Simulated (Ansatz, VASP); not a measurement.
Two plane-wave programs on CdTe

Contents of INCAR:

```
  PREC = Accurate
  ENCUT = 520
  EDIFF = 1E-6
  ISMEAR = -1
  SIGMA = 0.02
  LREAL = False
  LASPH = True
  NELM = 60
  ALGO = Normal
  ISIF = 2
  LWAVE = False
  LCHARG = False
  GGA = PE
  NBANDS = 16
```

File KPOINTS:

```
Automatic mesh
0
Gamma
  6 6 6
```

The input POSCAR:

```
CdTe
1.0
    0.0000000000      3.2638833358      3.2638833358
    3.2638833358      0.0000000000      3.2638833358
    3.2638833358      3.2638833358      0.0000000000
Cd Te
1 1
Direct
    0.0000000000      0.0000000000      0.0000000000
    0.2500000000      0.2500000000      0.2500000000
```

Input for Ansatz:

```yaml
crystal:
  lattice:
    - [0.0, 3.2638833358, 3.2638833358]
    - [3.2638833358, 0.0, 3.2638833358]
    - [3.2638833358, 3.2638833358, 0.0]
  atoms:
    - { symbol: Cd, position: [0.0, 0.0, 0.0] }
    - { symbol: Te, position: [0.25, 0.25, 0.25] }
kpoints:
  mp_grid: { grid: [6, 6, 6] }
  band_path:
    path:
      - [0.0, 0.0, 0.0]
      - [-0.5, -0.5, 0.0]
      - [-0.375, -0.375, 0.25]
      - [-0.375, 0.0, 0.375]
      - [0.0, 0.0, 0.5]
      - [-0.5, -0.25, 0.25]
    npoints: 1
hamiltonian:
  xc: pbe
scf:
  occupations: { method: fermi_dirac, width: 0.02 }
  n_extra_bands: 4
output:
  forces: true
  stress: true
  eigenvalues: true
```

Change from the starting cell: hydrostatic strain -0.5%.

Alike in both runs: task single point; functional PBE; k mesh 6 × 6 × 6; occupations fermi-dirac, width 0.02 eV; no spin polarisation.

|  | VASP | Ansatz |
| --- | --- | --- |
| version | VASP 6.6.1 | Ansatz 0.2.0 |
| potentials or method | VASP PAW PBE potentials, release 64 (Cd, Te) | plane waves, PAW |
| plane-wave cutoff (eV) | 520 | 420 |
| valence electrons in the cell | 18 | 36 |

|  | VASP | Ansatz | Ansatz less VASP |
| --- | --- | --- | --- |
| pressure (GPa) | 1.7 | 1.6 | -0.13 |

VASP's potentials hold 18 valence electrons a cell and Ansatz's 36, so a difference there can come from the potentials and not from the codes.

Spin-orbit coupling is off throughout.
